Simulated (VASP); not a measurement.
# BN (P6_3/mmc) in VASP: a series of runs

Runs on BN. Level: r2SCAN+D3(BJ). Tasks: single point, relaxation of shape and atoms at fixed volume.

All numbers are computed with VASP 6.6.1; they aren't measurements. Logs are shortened: lines on timing, memory, paths and dates and some standing lists are left out, and cuts for length are marked.

### 1 The cell of the first run

Symmetry: P6_3/mmc, No. 194, hexagonal system. Conventional cell: a = 2.498 Å, b = 2.498 Å, c = 6.576 Å, α = 90.00°, β = 90.00°, γ = 120.00°. B (site symmetry -6m2) has 3 N at 1.44 Å within 1.9 Å. Within 1.9 Å of N (site symmetry -6m2) lie 3 B at 1.44 Å.

### 2 Single point, r2SCAN+D3(BJ) (8.89 Å³/atom)

File POSCAR:

```
BN
1.0
    2.4981944660      0.0000000000      0.0000000000
   -1.2490972330      2.1634998711      0.0000000000
    0.0000000000      0.0000000000      6.5759421868
B N
2 2
Direct
    0.3333333333      0.6666666667      0.2500000000
    0.6666666667      0.3333333333      0.7500000000
    0.3333333333      0.6666666667      0.7500000000
    0.6666666667      0.3333333333      0.2500000000
```

File INCAR.step1:

```
SYSTEM = BN
PREC = Accurate
ENCUT = 660
ISMEAR = 0
SIGMA = 0.05
LREAL = .FALSE.
LASPH = .TRUE.
NELM = 120
NBANDS = 16
GGA = PE
ALGO = Normal
EDIFF = 1E-5
LWAVE = .TRUE.
LCHARG = .FALSE.
GGA_COMPAT = .FALSE.
```

File INCAR.step2:

```
SYSTEM = BN
PREC = Accurate
ENCUT = 660
EDIFF = 1E-6
ISMEAR = 0
SIGMA = 0.05
LREAL = .FALSE.
LASPH = .TRUE.
NELM = 120
ALGO = Normal
ISIF = 2
LWAVE = .FALSE.
LCHARG = .FALSE.
METAGGA = R2SCAN
LMIXTAU = .TRUE.
IVDW = 12
VDW_S6 = 1.0
VDW_S8 = 0.78981345
VDW_A1 = 0.49484001
VDW_A2 = 5.73083694
NBANDS = 16
ISTART = 1
GGA_COMPAT = .FALSE.
```

File KPOINTS:

```
regular mesh
0
G
  10 10 4
  0 0 0
```

Potentials or basis: VASP PAW PBE potentials, release 64 (B, N).

Run with:

```sh
cat potpaw_PBE.64/B/POTCAR potpaw_PBE.64/N/POTCAR > POTCAR
cp INCAR.step1 INCAR
mpirun -np 1 vasp_std > vasp.out
cp INCAR.step2 INCAR
mpirun -np 1 vasp_std > vasp.out
```

OUTCAR:

```text
SYSTEM = BN
   PREC = Accurate
   ENCUT = 660
   EDIFF = 1E-6
   ISMEAR = 0
   LREAL = .FALSE.
   LASPH = .TRUE.
   NELM = 120
   ISIF = 2
   METAGGA = R2SCAN
   IVDW = 12
   ISTART = 1
 IVDW          = 12

 ion  position               nearest neighbor table
   1  0.333  0.667  0.250-   4 1.44   4 1.44   4 1.44
   2  0.667  0.333  0.750-   3 1.44   3 1.44   3 1.44
   3  0.333  0.667  0.750-   2 1.44   2 1.44   2 1.44
   4  0.667  0.333  0.250-   1 1.44   1 1.44   1 1.44

  LATTYP: Found a hexagonal cell.
 ALAT       =     2.4981944660
 C/A-ratio  =     2.6322779416

  Lattice vectors:

 A1 = (   2.4981944660,   0.0000000000,   0.0000000000)
 A2 = (  -1.2490972330,   2.1634998711,   0.0000000000)
 A3 = (   0.0000000000,   0.0000000000,   6.5759421868)

Analysis of symmetry for initial positions (statically):
=====================================================================
 Subroutine PRICEL returns:
 Original cell was already a primitive cell.

 Routine SETGRP: Setting up the symmetry group for a
 hexagonal supercell.

 Subroutine GETGRP returns: Found 24 space group operations
 (whereof 12 operations were pure point group operations)
 out of a pool of 24 trial point group operations.

The static configuration has the point symmetry D_3d.
 The point group associated with its full space group is D_6h.

Analysis of symmetry for dynamics (positions and initial velocities):
=====================================================================
 Subroutine PRICEL returns:
 Original cell was already a primitive cell.

 Routine SETGRP: Setting up the symmetry group for a
 hexagonal supercell.

 Subroutine GETGRP returns: Found 24 space group operations
 (whereof 12 operations were pure point group operations)
 out of a pool of 24 trial point group operations.

The dynamic configuration has the point symmetry D_3d.
 The point group associated with its full space group is D_6h.

 Subroutine INISYM returns: Found 24 space group operations
 (whereof 12 operations are pure point group operations),
 and found     1 'primitive' translations

----------------------------------------------------------------------------------------

                                     Primitive cell

  volume of cell :      35.5419

  direct lattice vectors                    reciprocal lattice vectors
[... 92 lines left out ...]
   LREAL  =      F    real-space projection
   EDIFFG = 0.1E-04   stopping-criterion for IOM
   NSW    =      0    number of steps for IOM
   IBRION =     -1    ionic relax: 0-MD 1-quasi-New 2-CG
   NFREE  =      0    steps in history (QN), initial steepest desc. (CG)
   ISIF   =      2    stress and relaxation
   ISYM   =      2    0-nonsym 1-usesym 2-fastsym
   POTIM  = 0.5000    time-step for ionic-motion
   TEBEG  =    0.0;   TEEND  =   0.0 temperature during run
   PSTRESS=    0.0 pullay stress
   NELECT =      16.0000    total number of electrons
   NUPDOWN=      -1.0000    fix difference up-down
   EMIN   =  10.00;   EMAX   =-10.00  energy-range for DOS
   EFERMI =   0.00;   METHOD = LEGACY
   ISMEAR =     0;   SIGMA  =   0.05  broadening in eV -4-tet -1-fermi 0-gaus
   EFERMI_NEDOS =   21; number of points for ismear=-14 and -15
   IALGO  =     38    algorithm
   IMIX   =      4    mixing-type and parameters
     AMIX     =   0.40;   BMIX     =  1.00
     AMIX_MAG =   1.60;   BMIX_MAG =  1.00
  volume/ion in A,a.u.               =       8.89        59.96
  Fermi-wavevector in a.u.,A,eV,Ry     =   1.254684  2.371009 21.418736  1.574233
  Thomas-Fermi vector in A             =   2.388477
   LORBIT       =      0    0 simple, 1 ext, 2 COOP (PROOUT), +10 PAW based schemes
   METAGGA = R2SCAN    functional components
   LHFCALC =     F    Hartree Fock is set to
   AEXX    =    0.0000 exact exchange contribution
   IVDW    =    12    specifies the selected vdW correction
   LEPSILON=     F    determine dielectric tensor
   LRPA    =     F    only Hartree local field effects (RPA)
 non-spin polarized calculation
 Gauss-broadening in eV      SIGMA  =   0.05
  energy-cutoff  :      660.00
  volume of cell :       35.54
 maximum number of plane-waves:      1400
 NGX is ok and might be reduce to    24
   NGX = 11   NGY = 11   NGZ = 27

 number of electron      15.9999999 magnetization

 Free energy of the ion-electron system (eV)
  ---------------------------------------------------
  ext. energy  EPLUGINS =         0.00000000
  ---------------------------------------------------
  free energy    TOTEN  =       -38.59416478 eV

  energy without entropy =      -38.59416478  energy(sigma->0) =      -38.59416478

 E-fermi :   2.4693     XC(G=0): -10.8202

 val. band max:        2.1723066006   @ k =   0.3000   0.3000   0.0000
 cond. band min:       6.9950427544   @ k =   0.5000   0.0000   0.0000
 fundamental gap:      4.8227361538
 Fermi energy:         2.4692577253

 k-point     1 :       0.0000    0.0000    0.0000
  band No.  band energies     occupation
      1     -16.7236      2.00000
      2     -16.4112      2.00000
      3      -4.3296      2.00000
      4      -2.0420      2.00000
      5       0.7759      2.00000
      6       0.7759      2.00000
[... 433 lines left out ...]
      3      -6.8216      2.00000
      4      -6.7623      2.00000
      5      -2.6931      2.00000
      6      -2.6362      2.00000
[... 8 lines left out ...]
     15      18.3682      0.00000
     16      21.5188      0.00000

 [... further k-points ...]

------------------------ aborting loop because EDIFF is reached ----------------------------------------

 Edisp (eV)   -0.27841

 E8    (eV) :    -0.0604

  FORCE on cell =-STRESS in cart. coord.  units (eV):
  Direction    XX          YY          ZZ          XY          YZ          ZX
  --------------------------------------------------------------------------------------
  -------------------------------------------------------------------------------------
  Total       0.16459     0.16459    -0.04232     0.00000    -0.00000     0.00000
  in kB       7.41938     7.41938    -1.90780     0.00000    -0.00000     0.00000
  external pressure =        4.31 kB  Pullay stress =        0.00 kB

 VOLUME and BASIS-vectors are now :
 -----------------------------------------------------------------------------
  energy-cutoff  :      660.00
  volume of cell :       35.54
      direct lattice vectors                 reciprocal lattice vectors
     2.498194466  0.000000000  0.000000000     0.400289094  0.231107016  0.000000000
    -1.249097233  2.163499871  0.000000000     0.000000000  0.462214033  0.000000000
     0.000000000  0.000000000  6.575942187     0.000000000  0.000000000  0.152069463

 POSITION                                       TOTAL-FORCE (eV/Angst)
 -----------------------------------------------------------------------------------
     -0.00000      1.44233      1.64399        -0.000000      0.000000      0.000000
      1.24910      0.72117      4.93196         0.000000     -0.000000      0.000000
     -0.00000      1.44233      4.93196         0.000000     -0.000000      0.000000
      1.24910      0.72117      1.64399        -0.000000      0.000000      0.000000
 -----------------------------------------------------------------------------------
    total drift:                               -0.000000      0.000000      0.000000

  FREE ENERGIE OF THE ION-ELECTRON SYSTEM (eV)
  ---------------------------------------------------
  free  energy   TOTEN  =       -38.8725796839 eV

  energy  without entropy=      -38.8725796839  energy(sigma->0) =      -38.87257968
```

OUTCAR.step1:

```text
SYSTEM = BN
   PREC = Accurate
   ENCUT = 660
   ISMEAR = 0
   LREAL = .FALSE.
   LASPH = .TRUE.
   NELM = 120
[... 687 lines left out ...]
      1.24910      0.72117      4.93196        -0.000000      0.000000      0.000000
     -0.00000      1.44233      4.93196        -0.000000      0.000000      0.000000
      1.24910      0.72117      1.64399         0.000000     -0.000000      0.000000
 -----------------------------------------------------------------------------------
    total drift:                               -0.000000      0.000000      0.000000

  FREE ENERGIE OF THE ION-ELECTRON SYSTEM (eV)
  ---------------------------------------------------
  free  energy   TOTEN  =       -35.1532430302 eV

  energy  without entropy=      -35.1532430302  energy(sigma->0) =      -35.15324303
```

OSZICAR.step1:

```text
N       E                     dE             d eps       ncg     rms          rms(c)
DAV:   1     0.637335535799E+02    0.63734E+02   -0.89897E+03  1344   0.111E+03
DAV:   2    -0.346094210429E+02   -0.98343E+02   -0.88511E+02  1872   0.269E+02
DAV:   3    -0.387250779994E+02   -0.41157E+01   -0.40938E+01  1816   0.553E+01
DAV:   4    -0.387519068858E+02   -0.26829E-01   -0.26823E-01  1616   0.455E+00
DAV:   5    -0.387521492197E+02   -0.24233E-03   -0.24233E-03  1792   0.416E-01    0.113E+01
DAV:   6    -0.355078161399E+02    0.32443E+01   -0.51953E+00  1760   0.193E+01    0.502E+00
DAV:   7    -0.352315640904E+02    0.27625E+00   -0.63233E-01  1792   0.594E+00    0.316E+00
DAV:   8    -0.351584449257E+02    0.73119E-01   -0.24014E-01  1752   0.339E+00    0.522E-01
DAV:   9    -0.351521925755E+02    0.62524E-02   -0.18406E-02  1520   0.122E+00    0.200E-01
DAV:  10    -0.351531319489E+02   -0.93937E-03   -0.14788E-03  1584   0.290E-01    0.386E-02
DAV:  11    -0.351532333063E+02   -0.10136E-03   -0.11389E-04  1680   0.931E-02    0.252E-02
DAV:  12    -0.351532430302E+02   -0.97239E-05   -0.29243E-05  1480   0.401E-02
   1 F= -.35153243E+02 E0= -.35153243E+02  d E =-.495202E-18
```

Wall time 3.1 min (1 thread of Intel Xeon 8259CL, shared host); peak memory 0.2 GiB.

What came out:

| Quantity | Value |
| --- | --- |
| Free energy | -38.8726 eV |
| Pressure | 0.4 GPa |
| Band gap on the k mesh | 4.82 eV (least direct gap 5.29 eV) |
| Dispersion energy per atom | -0.070 eV |

Stress tensor (GPa, compression positive):
```
 0.74  0.00  0.00
 0.00  0.74  0.00
 0.00  0.00 -0.19
```

Caveat: the PAW data sets were made with another functional, which shifts forces and pressure a little.

### 3 Single point, r2SCAN+D3(BJ) (9.24 Å³/atom)

This run uses another cell than the first one, of 9.24 Å³/atom.

File POSCAR:

```
BN
1.0
    2.5006094954      0.0000000000      0.0000000000
   -1.2503047477      2.1655913480      0.0000000000
    0.0000000000      0.0000000000      6.8257764036
B N
2 2
Direct
    0.3333333333      0.6666666667      0.2500000000
    0.6666666667      0.3333333333      0.7500000000
    0.3333333333      0.6666666667      0.7500000000
    0.6666666667      0.3333333333      0.2500000000
```

File INCAR.step1:

```
ALGO = Normal ; EDIFF = 1E-5
ENCUT = 660 ; GGA = PE
GGA_COMPAT = F ; ISMEAR = 0
LASPH = T ; LCHARG = F
LREAL = F ; LWAVE = T
NBANDS = 16 ; NELM = 120
PREC = Accurate ; SIGMA = 0.05
```

File INCAR.step2:

```
ALGO = Normal ; EDIFF = 1E-6
ENCUT = 660 ; GGA_COMPAT = F
ISIF = 2 ; ISMEAR = 0
ISTART = 1 ; IVDW = 12
LASPH = T ; LCHARG = F
LMIXTAU = T ; LREAL = F
LWAVE = F ; METAGGA = R2SCAN
NBANDS = 16 ; NELM = 120
PREC = Accurate ; SIGMA = 0.05
VDW_A1 = 0.49484001 ; VDW_A2 = 5.73083694
VDW_S6 = 1.0 ; VDW_S8 = 0.78981345
```

File KPOINTS:

```
k-points
0
Gamma
  10 10 4
```

Potentials or basis: VASP PAW PBE potentials, release 64 (B, N).

Run with:

```sh
cat potpaw_PBE.64/B/POTCAR potpaw_PBE.64/N/POTCAR > POTCAR
cp INCAR.step1 INCAR
mpirun -np 1 vasp_std > vasp.out
cp INCAR.step2 INCAR
mpirun -np 1 vasp_std > vasp.out
```

Run time: 3.3 min. Hardware: 1 thread of Intel Xeon 8259CL, shared host; peak memory 0.21 GiB.

It converged, with:

* Free energy: -38.8680 eV
* Pressure: -0.6 GPa
* Band gap on the k mesh: 4.89 eV (least direct gap 5.40 eV)
* Dispersion energy per atom: -0.067 eV

Stress tensor (GPa, compression positive):
```
-0.32  0.00  0.00
 0.00 -0.32  0.00
 0.00  0.00 -1.21
```

Levels at points of the mesh, in eV from the valence-band top:
```
           k point  band 6  band 7  band 8  band 9  band 10  band 11
(0.00, 0.00, 0.00)   -1.37   -1.34   -1.34    5.42    10.69    12.32
(0.50, 0.00, 0.00)   -4.26   -1.39   -0.52    4.89     6.20    10.20
(0.00, 0.00, 0.50)   -1.36   -1.36   -1.36    7.76     7.76    12.37
(0.50, 0.00, 0.50)   -4.29   -0.94   -0.94    5.34     5.34    10.63
```

Caveat: the PAW data sets were made with another functional, which shifts forces and pressure a little. A k mesh can miss the band edges.

### 4 Relaxation of shape and atoms at fixed volume, r2SCAN+D3(BJ) (7.46 Å³/atom)

This run uses another cell than the first one, of 7.46 Å³/atom.

File POSCAR:

```
BN
1.0
    2.4457616567      0.0000000000      0.0000000000
   -1.2228808283      2.1180917263      0.0000000000
    0.0000000000      0.0000000000      5.7631708199
B N
2 2
Direct
    0.3333333333      0.6666666667      0.2500000000
    0.6666666667      0.3333333333      0.7500000000
    0.3333333333      0.6666666667      0.7500000000
    0.6666666667      0.3333333333      0.2500000000
```

File INCAR.step1:

```
ALGO = Normal
EDIFF = 1E-5
EDIFFG = -0.005
ENCUT = 660
GGA = PE
GGA_COMPAT = False
IBRION = 2
ISIF = 3
ISMEAR = 0
LASPH = True
LCHARG = False
LREAL = False
LWAVE = True
NELM = 120
NELMIN = 4
NSW = 100
PREC = Accurate
SIGMA = 0.05
```

File INCAR.step2:

```
ALGO = Normal
EDIFF = 1E-7
EDIFFG = -0.01
ENCUT = 660
GGA_COMPAT = False
IBRION = 2
ISIF = 4
ISMEAR = 0
ISTART = 1
IVDW = 12
LASPH = True
LCHARG = False
LMIXTAU = True
LREAL = False
LWAVE = False
METAGGA = R2SCAN
NELM = 120
NELMIN = 4
NSW = 60
PREC = Accurate
SIGMA = 0.05
VDW_A1 = 0.49484001
VDW_A2 = 5.73083694
VDW_S6 = 1.0
VDW_S8 = 0.78981345
```

KPOINTS is that of step 3.

Run with:

```sh
cat potpaw_PBE.64/B/POTCAR potpaw_PBE.64/N/POTCAR > POTCAR
cp INCAR.step1 INCAR
mpirun -np 1 vasp_std > vasp.out
cp INCAR.step2 INCAR
mpirun -np 1 vasp_std > vasp.out
```

Run time: 8 min. Hardware: 1 thread of Intel Xeon 8259CL, shared host; peak memory 0.18 GiB.

Results (log left out):

| Quantity | Value |
| --- | --- |
| Free energy | -38.7006 eV |
| Energy gained by relaxing | 13.1 meV/atom |
| Ionic steps | 3 |
| Pressure after relaxing | 12.3 GPa |
| Band gap on the k mesh | 4.73 eV (least direct gap 5.01 eV) |
| Dispersion energy per atom | -0.083 eV |

The path:
```csv
step,energy change (eV),largest force (eV/Å),pressure (GPa),volume (Å³)
1,0.0000,0.0000,23.78,29.86
2,-0.0496,0.0000,9.74,29.86
3,-0.0524,0.0000,12.27,29.86
```

Final structure:
```
CELL_PARAMETERS angstrom
2.47830 0.00000 0.00000
-1.23915 2.14627 0.00000
0.00000 0.00000 5.61284
ATOMIC_POSITIONS crystal
B 0.33333 0.66667 0.25000
B 0.66667 0.33333 0.75000
N 0.33333 0.66667 0.75000
N 0.66667 0.33333 0.25000
```

Levels at points of the mesh, in eV from the valence-band top:
```csv
k point,band 6,band 7,band 8,band 9,band 10,band 11
"(0.00, 0.00, 0.00)",-1.49,-1.31,-1.31,7.29,12.25,12.25
"(0.50, 0.00, 0.00)",-4.28,-2.35,-0.22,4.80,7.44,10.55
"(0.00, 0.00, 0.50)",-1.40,-1.40,-1.40,10.72,10.72,12.46
"(0.50, 0.00, 0.50)",-4.42,-1.08,-1.08,5.31,5.31,10.95
```

Caveat: the PAW data sets were made with another functional, which shifts forces and pressure a little. r2SCAN opens gaps a little over a GGA but as a rule still falls short of measured ones.

[end of part 1 of 2]
